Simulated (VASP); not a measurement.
# Al2O3 (P-3m1) in VASP: settings compared

Al2O3 is run at these levels: LDA, BLYP; tasks: single point.

Everything below comes from runs of VASP 6.6.1. Logs are shortened: lines on timing, memory, paths and dates and some standing lists are left out, and cuts for length are marked.

## Step 1: The cell of the first run

It takes space group P-3m1 (No. 164, trigonal). The conventional cell has a = 3.017 Å, b = 3.017 Å, c = 7.575 Å, α = 90.00°, β = 90.00°, γ = 120.00°. Within 2.2 Å of Al (site symmetry 3m) lie 4 O at 1.68 to 1.84 Å. Within 2.4 Å of O (site symmetry 3m) lie 3 Al at 1.84 Å. Within 2.2 Å of O (site symmetry -3m) lie 2 Al at 1.68 Å.

## Step 2: Single point, LDA

INCAR reads:

```
SYSTEM = Al2O3
ALGO = Normal ; EDIFF = 1E-6
ENCUT = 520 ; ISIF = 2
ISMEAR = 0 ; LASPH = .TRUE.
LCHARG = .TRUE. ; LELF = .TRUE.
LREAL = .FALSE. ; LVHAR = .TRUE.
LWAVE = .FALSE. ; NBANDS = 20
NELM = 100 ; PREC = Accurate
SIGMA = 0.01
```

KPOINTS reads:

```
k-points
0
G
  12 12 4
  0 0 0
```

POSCAR reads:

```
Al2O3
1.0
    3.0174830000      0.0000000000      0.0000000000
   -1.5087410000      2.6132170000      0.0000000000
    0.0000000000      0.0000000000      7.5746360000
Al O
2 3
Direct
    0.0000000000      0.0000000000      0.2779510000
    0.0000000000      0.0000000000      0.7220490000
    0.3333333333      0.6666666667      0.1994540000
    0.6666666667      0.3333333333      0.8005460000
    0.0000000000      0.0000000000      0.5000000000
```

Potentials or basis: VASP PAW LDA potentials, release 64 (Al, O).

Command:

```sh
> cat potpaw_LDA.64/Al/POTCAR potpaw_LDA.64/O/POTCAR > POTCAR
> mpirun -np 1 vasp_std > vasp.out
```

OUTCAR:

```text
SYSTEM = Al2O3
   EDIFF = 1E-6
   ENCUT = 520
   ISIF = 2
   ISMEAR = 0
   LASPH = .TRUE.
   LREAL = .FALSE.
   NELM = 100
   PREC = Accurate

 ion  position               nearest neighbor table
   1  0.000  0.000  0.278-   5 1.68   3 1.84   3 1.84   3 1.84   2 3.36
   2  0.000  0.000  0.722-   5 1.68   4 1.84   4 1.84   4 1.84   1 3.36
   3  0.333  0.667  0.199-   1 1.84   1 1.84   1 1.84
   4  0.667  0.333  0.801-   2 1.84   2 1.84   2 1.84
   5  0.000  0.000  0.500-   1 1.68   2 1.68

  LATTYP: Found a hexagonal cell.
 ALAT       =     3.0174830000
 C/A-ratio  =     2.5102497678

  Lattice vectors:

 A1 = (   3.0174830000,   0.0000000000,   0.0000000000)
 A2 = (  -1.5087410000,   2.6132170000,   0.0000000000)
 A3 = (   0.0000000000,   0.0000000000,   7.5746360000)

Analysis of symmetry for initial positions (statically):
=====================================================================
 Subroutine PRICEL returns:
 Original cell was already a primitive cell.

 Routine SETGRP: Setting up the symmetry group for a
 hexagonal supercell.

 Subroutine GETGRP returns: Found 12 space group operations
 (whereof 12 operations were pure point group operations)
 out of a pool of 24 trial point group operations.

The static configuration has the point symmetry D_3d.

Analysis of symmetry for dynamics (positions and initial velocities):
=====================================================================
 Subroutine PRICEL returns:
 Original cell was already a primitive cell.

 Routine SETGRP: Setting up the symmetry group for a
 hexagonal supercell.

 Subroutine GETGRP returns: Found 12 space group operations
 (whereof 12 operations were pure point group operations)
 out of a pool of 24 trial point group operations.

The dynamic configuration has the point symmetry D_3d.

 Subroutine INISYM returns: Found 12 space group operations
 (whereof 12 operations are pure point group operations),
 and found     1 'primitive' translations

----------------------------------------------------------------------------------------

                                     Primitive cell

  volume of cell :      59.7286

  direct lattice vectors                    reciprocal lattice vectors
     3.017483000  0.000000000  0.000000000     0.331402033  0.191334985  0.000000000
    -1.508741000  2.613217000  0.000000000     0.000000000  0.382670096  0.000000000
     0.000000000  0.000000000  7.574636000     0.000000000  0.000000000  0.132019545

  length of vectors
     3.017483000  3.017482808  7.574636000     0.382670072  0.382670096  0.132019545

  position of ions in fractional coordinates (direct lattice)
     0.000000000  0.000000000  0.277951000
     0.000000000  0.000000000  0.722049000
     0.333333333  0.666666667  0.199454000
     0.666666667  0.333333333  0.800546000
     0.000000000  0.000000000  0.500000000

  ion indices of the primitive-cell ions
   primitive index   ion index
                 1           1
                 2           2
                 3           3
                 4           4
                 5           5

----------------------------------------------------------------------------------------

 KPOINTS: k-points

Automatic generation of k-mesh.
 Grid dimensions read from file:
 generate k-points for:   12   12    4

 Generating k-lattice:

  Cartesian coordinates                     Fractional coordinates (reciprocal lattice)
     0.027616836  0.015944582  0.000000000     0.083333333  0.000000000  0.000000000
     0.000000000  0.031889175  0.000000000     0.000000000  0.083333333  0.000000000
     0.000000000  0.000000000  0.033004886     0.000000000  0.000000000  0.250000000

  Length of vectors
     0.031889173  0.031889175  0.033004886

  Shift w.r.t. Gamma in fractional coordinates (k-lattice)
     0.000000000  0.000000000  0.000000000

 Subroutine IBZKPT returns following result:
 ===========================================

 Found     69 irreducible k-points:

 Following reciprocal coordinates:
            Coordinates               Weight
  0.000000  0.000000  0.000000      1.000000
  0.083333  0.000000  0.000000      6.000000
  0.166667  0.000000  0.000000      6.000000
  0.250000  0.000000  0.000000      6.000000
  0.333333  0.000000  0.000000      6.000000
  0.416667  0.000000  0.000000      6.000000
[... 16 lines left out ...]
  0.166667  0.000000  0.250000      6.000000
  0.000000  0.166667  0.250000      6.000000
 [... further k-points ...]
   k-points           NKPTS =     69   k-points in BZ     NKDIM =     69   number of bands    NBANDS=     20
   number of dos      NEDOS =    301   number of ions     NIONS =      5
   total plane-waves  NPLWV =  32256
   dimension x,y,z NGX =    24 NGY =   24 NGZ =   56
   dimension x,y,z NGXF=    48 NGYF=   48 NGZF=  112
   ions per type =               2   3
   NGX,Y,Z   is equivalent  to a cutoff of  13.22, 13.22, 12.29 a.u.
   NGXF,Y,Z  is equivalent  to a cutoff of  26.45, 26.45, 24.58 a.u.
 SYSTEM =  Al2O3
   PREC   = accura    normal or accurate (medium, high low for compatibility)
   ISTART =      0    job   : 0-new  1-cont  2-samecut
   ICHARG =      2    charge: 1-file 2-atom 10-const
   ISPIN  =      1    spin polarized calculation?
   LNONCOLLINEAR =      F non collinear calculations
   LSORBIT =      F    spin-orbit coupling
   LASPH  =      T    aspherical Exc in radial PAW
   ENCUT  =  520.0 eV  38.22 Ry    6.18 a.u.   5.61  5.61 14.08*2*pi/ulx,y,z
   NELM   =    100;   NELMIN=  2; NELMDL= -5     # of ELM steps
   EDIFF  = 0.1E-05   stopping-criterion for ELM
   LREAL  =      F    real-space projection
   EDIFFG = 0.1E-04   stopping-criterion for IOM
   NSW    =      0    number of steps for IOM
   IBRION =     -1    ionic relax: 0-MD 1-quasi-New 2-CG
   NFREE  =      0    steps in history (QN), initial steepest desc. (CG)
   ISIF   =      2    stress and relaxation
   ISYM   =      2    0-nonsym 1-usesym 2-fastsym
   POTIM  = 0.5000    time-step for ionic-motion
   TEBEG  =    0.0;   TEEND  =   0.0 temperature during run
   PSTRESS=    0.0 pullay stress
   NELECT =      24.0000    total number of electrons
   NUPDOWN=      -1.0000    fix difference up-down
   EMIN   =  10.00;   EMAX   =-10.00  energy-range for DOS
   EFERMI =   0.00;   METHOD = LEGACY
   ISMEAR =     0;   SIGMA  =   0.01  broadening in eV -4-tet -1-fermi 0-gaus
   EFERMI_NEDOS =   21; number of points for ismear=-14 and -15
   IALGO  =     38    algorithm
   IMIX   =      4    mixing-type and parameters
     AMIX     =   0.40;   BMIX     =  1.00
     AMIX_MAG =   1.60;   BMIX_MAG =  1.00
  volume/ion in A,a.u.               =      11.95        80.61
  Fermi-wavevector in a.u.,A,eV,Ry     =   1.208049  2.282882 19.856103  1.459382
  Thomas-Fermi vector in A             =   2.343668
   LORBIT       =      0    0 simple, 1 ext, 2 COOP (PROOUT), +10 PAW based schemes
   GGA     = CA    functional components
   LHFCALC =     F    Hartree Fock is set to
   AEXX    =    0.0000 exact exchange contribution
   IVDW    =     0    specifies the selected vdW correction
   LEPSILON=     F    determine dielectric tensor
   LRPA    =     F    only Hartree local field effects (RPA)
 non-spin polarized calculation
 Gauss-broadening in eV      SIGMA  =   0.01
  energy-cutoff  :      520.00
  volume of cell :       59.73
 maximum number of plane-waves:      1632
 NGX is ok and might be reduce to    24
   NGX = 11   NGY = 11   NGZ = 29

 number of electron      24.0000013 magnetization

 Free energy of the ion-electron system (eV)
  ---------------------------------------------------
  ext. energy  EPLUGINS =         0.00000000
  ---------------------------------------------------
  free energy    TOTEN  =       -39.68525656 eV

  energy without entropy =      -39.68525656  energy(sigma->0) =      -39.68525656

 E-fermi :   3.6424     XC(G=0): -10.2359

 val. band max:        3.5004262577   @ k =   0.0000   0.0000   0.0000
 cond. band min:       5.6890118973   @ k =   0.0000   0.0000   0.0000
 fundamental gap:      2.1885856396
 Fermi energy:         3.6423647743

 k-point     1 :       0.0000    0.0000    0.0000
  band No.  band energies     occupation
      1     -15.8230      2.00000
      2     -15.6161      2.00000
      3     -13.0582      2.00000
      4      -2.3775      2.00000
      5      -1.0164      2.00000
      6      -0.2143      2.00000
[... 12 lines left out ...]
     19      15.2970      0.00000
     20      15.6686      0.00000

 k-point     2 :       0.0833    0.0000    0.0000
  band No.  band energies     occupation
      1     -15.7668      2.00000
      2     -15.5663      2.00000
      3     -13.0284      2.00000
      4      -2.3526      2.00000
      5      -0.9889      2.00000
      6      -0.4912      2.00000
[... 12 lines left out ...]
     19      15.3499      0.00000
     20      15.4579      0.00000

 k-point     3 :       0.1667    0.0000    0.0000
  band No.  band energies     occupation
      1     -15.6077      2.00000
      2     -15.4271      2.00000
      3     -12.9468      2.00000
      4      -2.3621      2.00000
      5      -1.2890      2.00000
      6      -0.9448      2.00000
[... 12 lines left out ...]
     19      15.2761      0.00000
     20      15.8560      0.00000

 k-point     4 :       0.2500    0.0000    0.0000
  band No.  band energies     occupation
      1     -15.3759      2.00000
      2     -15.2282      2.00000
      3     -12.8346      2.00000
      4      -2.6713      2.00000
      5      -2.1097      2.00000
      6      -1.1487      2.00000
[... 12 lines left out ...]
     19      15.2849      0.00000
     20      16.2417      0.00000

 k-point     5 :       0.3333    0.0000    0.0000
  band No.  band energies     occupation
      1     -15.1234      2.00000
      2     -15.0193      2.00000
      3     -12.7231      2.00000
      4      -3.2162      2.00000
      5      -2.8560      2.00000
      6      -1.0213      2.00000
[... 12 lines left out ...]
     19      14.9407      0.00000
     20      16.5419      0.00000

 k-point     6 :       0.4167    0.0000    0.0000
  band No.  band energies     occupation
      1     -14.9180      2.00000
      2     -14.8633      2.00000
      3     -12.6429      2.00000
      4      -3.6536      2.00000
      5      -3.3676      2.00000
      6      -0.9084      2.00000
[... 12 lines left out ...]
     19      14.4599      0.00000
     20      16.5282      0.00000

 k-point     7 :       0.5000    0.0000    0.0000
  band No.  band energies     occupation
      1     -14.8299      2.00000
      2     -14.8133      2.00000
      3     -12.6142      2.00000
      4      -3.8152      2.00000
      5      -3.5497      2.00000
      6      -0.9001      2.00000
[... 12 lines left out ...]
     19      14.3118      0.00000
     20      16.6486      0.00000
[... 277 lines left out ...]
 k-point    20 :       0.0000    0.0000    0.2500
  band No.  band energies     occupation
      1     -15.7954      2.00000
      2     -15.6480      2.00000
      3     -13.0522      2.00000
      4      -2.5144      2.00000
      5      -0.6640      2.00000
      6      -0.2175      2.00000
[... 12 lines left out ...]
     19      15.2328      0.00000
     20      15.7573      0.00000

 k-point    21 :       0.0833    0.0000    0.2500
  band No.  band energies     occupation
      1     -15.7399      2.00000
      2     -15.5971      2.00000
      3     -13.0229      2.00000
      4      -2.4670      2.00000
      5      -0.7379      2.00000
      6      -0.5133      2.00000
[... 12 lines left out ...]
     19      15.3870      0.00000
     20      15.5620      0.00000

 k-point    22 :       0.0000    0.0833    0.2500
  band No.  band energies     occupation
      1     -15.7398      2.00000
      2     -15.5973      2.00000
      3     -13.0229      2.00000
      4      -2.4683      2.00000
      5      -0.7648      2.00000
      6      -0.4942      2.00000
[... 12 lines left out ...]
     19      15.4207      0.00000
     20      15.6319      0.00000

 k-point    23 :       0.1667    0.0000    0.2500
  band No.  band energies     occupation
      1     -15.5837      2.00000
      2     -15.4541      2.00000
      3     -12.9426      2.00000
      4      -2.3962      2.00000
      5      -1.2828      2.00000
      6      -1.1144      2.00000
[... 12 lines left out ...]
     19      15.6490      0.00000
     20      15.8029      0.00000

 k-point    24 :       0.0000    0.1667    0.2500
  band No.  band energies     occupation
      1     -15.5824      2.00000
      2     -15.4556      2.00000
      3     -12.9422      2.00000
      4      -2.4098      2.00000
      5      -1.2873      2.00000
      6      -1.1378      2.00000
[... 12 lines left out ...]
     19      15.8594      0.00000
     20      15.8624      0.00000

 [... further k-points ...]

------------------------ aborting loop because EDIFF is reached ----------------------------------------

  FORCE on cell =-STRESS in cart. coord.  units (eV):
  Direction    XX          YY          ZZ          XY          YZ          ZX
  --------------------------------------------------------------------------------------
  -------------------------------------------------------------------------------------
  Total       -2.9095245     -2.9095247     -2.6448909     -0.0000006      0.0000000      0.0000000
  in kB      -78.0459781    -78.0459821    -70.9473663     -0.0000149      0.0000000      0.0000000
  external PRESSURE =     -75.6797755 kB  Pullay stress =       0.0000000 kB

 VOLUME and BASIS-vectors are now :
 -----------------------------------------------------------------------------
  energy-cutoff  :      520.00
  volume of cell :       59.73
      direct lattice vectors                 reciprocal lattice vectors
     3.017483000  0.000000000  0.000000000     0.331402033  0.191334985  0.000000000
    -1.508741000  2.613217000  0.000000000     0.000000000  0.382670096  0.000000000
     0.000000000  0.000000000  7.574636000     0.000000000  0.000000000  0.132019545

 POSITION                                       TOTAL-FORCE (eV/Angst)
 -----------------------------------------------------------------------------------
      0.00000      0.00000      2.10538        -0.000000      0.000000      0.112562
      0.00000      0.00000      5.46926        -0.000000     -0.000000     -0.112562
      0.00000      1.74214      1.51079        -0.000000      0.000000      0.429930
      1.50874      0.87107      6.06384         0.000000     -0.000000     -0.429930
      0.00000      0.00000      3.78732        -0.000000      0.000000      0.000000
 -----------------------------------------------------------------------------------
    total drift:                                0.000000      0.000000      0.000000

  FREE ENERGIE OF THE ION-ELECTRON SYSTEM (eV)
  ---------------------------------------------------
  free  energy   TOTEN  =       -39.6852565553 eV

  energy  without entropy=      -39.6852565553  energy(sigma->0) =      -39.68525656
```

It took 93 s on 1 thread of Intel Xeon 8259CL, shared host; peak memory 0.19 GiB.

What came out:

```yaml
Free_energy: -39.6853 eV
Pressure: -7.6 GPa
Largest_force: 0.430 eV/Å
Band_gap_on_the_k_mesh: 2.19 eV
```

Forces on the atoms (eV/Å):
```
Al   0.000  0.000  0.113
Al   0.000  0.000 -0.113
O    0.000  0.000  0.430
O    0.000  0.000 -0.430
O    0.000  0.000  0.000
```

Caveat: the cell stands under tension.

## Step 3: Single point, BLYP

INCAR reads:

```
SYSTEM = Al2O3
  AGGAC = 1.0
  AGGAX = 1.0
  ALDAC = 0.0
  ALDAX = 1.0
  ALGO = Normal
  EDIFF = 1E-6
  ENCUT = 520
  GGA = B5
  ISIF = 2
  ISMEAR = 0
  LASPH = .True.
  LCHARG = .False.
  LREAL = .False.
  LWAVE = .False.
  NBANDS = 20
  NELM = 100
  PREC = Accurate
  SIGMA = 0.01
```

KPOINTS reads:

```
k-points
0
Gamma
  12 12 4
  0 0 0
```

POSCAR is that of step 2.

Potentials or basis: VASP PAW PBE potentials, release 64 (Al, O).

Command:

```sh
> cat potpaw_PBE.64/Al/POTCAR potpaw_PBE.64/O/POTCAR > POTCAR
> mpirun -np 1 vasp_std > vasp.out
```

It took 93 s on 1 thread of Intel Xeon 8259CL, shared host; peak memory 0.21 GiB.

The run converged. Its results:

```
Free energy            : -34.8262 eV
Pressure               : 2.0 GPa
Largest force          : 0.140 eV/Å
Band gap on the k mesh : 2.46 eV
```

Forces in eV/Å, atoms in the order of the input:
```
Al   0.000  0.000 -0.068
Al   0.000  0.000  0.068
O    0.000  0.000  0.140
O    0.000  0.000 -0.140
O    0.000  0.000  0.000
```

Stress tensor (GPa, compression positive):
```
2.33 0.00 0.00
0.00 2.33 0.00
0.00 0.00 1.33
```

Levels at points of the mesh, in eV from the valence-band top:
| k point | band 9 | band 10 | band 11 | band 12 | band 13 | band 14 | band 15 | band 16 |
| --- | --- | --- | --- | --- | --- | --- | --- | --- |
| (0.00, 0.00, 0.00) | -3.72 | -2.35 | 0.00 | 0.00 | 2.46 | 4.42 | 7.54 | 10.70 |
| (0.50, 0.00, 0.00) | -3.53 | -3.10 | -1.75 | -0.48 | 4.84 | 6.38 | 8.28 | 9.04 |
| (0.00, 0.00, 0.50) | -3.62 | -3.11 | 0.00 | 0.00 | 3.38 | 3.48 | 8.30 | 8.93 |
| (0.50, 0.00, 0.50) | -3.40 | -3.32 | -1.68 | -0.47 | 5.28 | 5.78 | 8.19 | 8.80 |

Caveat: the PAW data sets were made with another functional, which shifts forces and pressure a little. A k mesh can miss the band edges.
